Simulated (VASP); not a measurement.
A run of VASP 6.6.1 is set up as follows.

Contents of INCAR:

```
SYSTEM = Si
ALGO = Normal
DIPOL = 0.5 0.5 0.500
EDIFF = 1E-7
ENCUT = 520
GGA = PE
IDIPOL = 3
ISIF = 2
ISMEAR = 0
LASPH = .True.
LCHARG = .False.
LDIPOL = .True.
LREAL = .False.
LWAVE = .False.
NBANDS = 11
NELM = 100
PREC = Accurate
SIGMA = 0.1
```

KPOINTS

```
k-points
0
Gamma
  15 15 1
  0 0 0
```

Contents of POSCAR:

```
Si
1.0
    3.9990000000      0.0000000000      0.0000000000
   -1.9995000000      3.4632355897      0.0000000000
    0.0000000000      0.0000000000     28.0000000000
Si
2
Direct
    0.3333333333      0.6666666667      0.5076607143
    0.6666666667      0.3333333333      0.4923392857
```

Potentials or basis: VASP PAW PBE potentials, release 64 (Si).

Command:

```console
$ cat potpaw_PBE.64/Si/POTCAR > POTCAR
$ mpirun -np 1 vasp_std > vasp.out
```

**Question.** Estimate the largest force.

**Answer.** 0.114 eV/Å.

**Question.** Predict the band gap on the k mesh.

**Answer.** Zero (filled and empty bands touch).

Forces in eV/Å, atoms in the order of the input:
```
Si   0.000  0.000 -0.114
Si   0.000  0.000  0.114
```
